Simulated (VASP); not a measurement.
Write the native input for VASP 6.6.1 that does the following.

| Item | Value |
| --- | --- |
| Task | relaxation of the atoms |
| Functional | LDA |
| Potentials or basis | VASP PAW LDA potentials, release 64 (Ru_pv) |
| Cutoff | 520 eV |
| k mesh | 13 × 8 × 1 |
| Occupations | gaussian, width 0.1 eV |
| Spin | no spin polarisation |
| Dipole correction | yes |
| Further INCAR settings | ALGO = Normal; EDIFF = 1e-07; IBRION = 2; EDIFFG = -0.02; NSW = 80 |

The structure of Ru lies in POSCAR:

```
Ru
1.0
    2.6738855892      0.0000000000      0.0000000000
    0.0000000000      4.2264228674      0.0000000000
    0.0000000000      0.0000000000     27.3501485174
Ru
12
Direct
    0.0000000000      0.7500000000      0.2742215456
    0.5000000000      0.2500000000      0.3024438524
    0.5000000000      0.7500000000      0.3588884660
    0.0000000000      0.2500000000      0.3871107728
    0.0000000000      0.7500000000      0.4435553864
    0.5000000000      0.2500000000      0.4717776932
    0.5000000000      0.7500000000      0.5282223068
    0.0000000000      0.2500000000      0.5564446136
    0.0000000000      0.7500000000      0.6128892272
    0.5000000000      0.2500000000      0.6411115340
    0.5000000000      0.7500000000      0.6975561476
    0.0000000000      0.2500000000      0.7257784544
```

The input as run:

INCAR

```
PREC = Accurate
ENCUT = 520
EDIFF = 1E-7
ISMEAR = 0
SIGMA = 0.1
LREAL = False
LASPH = True
NELM = 100
ALGO = Normal
ISIF = 2
LWAVE = False
LCHARG = False
LDIPOL = True
IDIPOL = 3
DIPOL = 0.5 0.5 0.500
GGA = CA
IBRION = 2
NSW = 80
EDIFFG = -0.02
KPAR = 8
```

KPOINTS

```
regular mesh
0
Gamma
  13 8 1
```

Potentials or basis: VASP PAW LDA potentials, release 64 (Ru_pv).

Run with:

```bash
$ cat potpaw_LDA.64/Ru_pv/POTCAR > POTCAR
$ mpirun -np 8 vasp_std > vasp.out
```

Results of the run:

```yaml
Energy_gained_by_relaxing: 8.2 meV/atom
Ionic_steps: 9
Largest_force_after_relaxing: 0.008 eV/Å
Band_gap_on_the_k_mesh: zero (bands 84 and 85 overlap by 1.98 eV)
```

Wall time 19 min on 8 MPI ranks on AMD EPYC 9R45 96-Core Processor (Zen 5), with other jobs on the host, peak memory 0.76 GiB a rank.
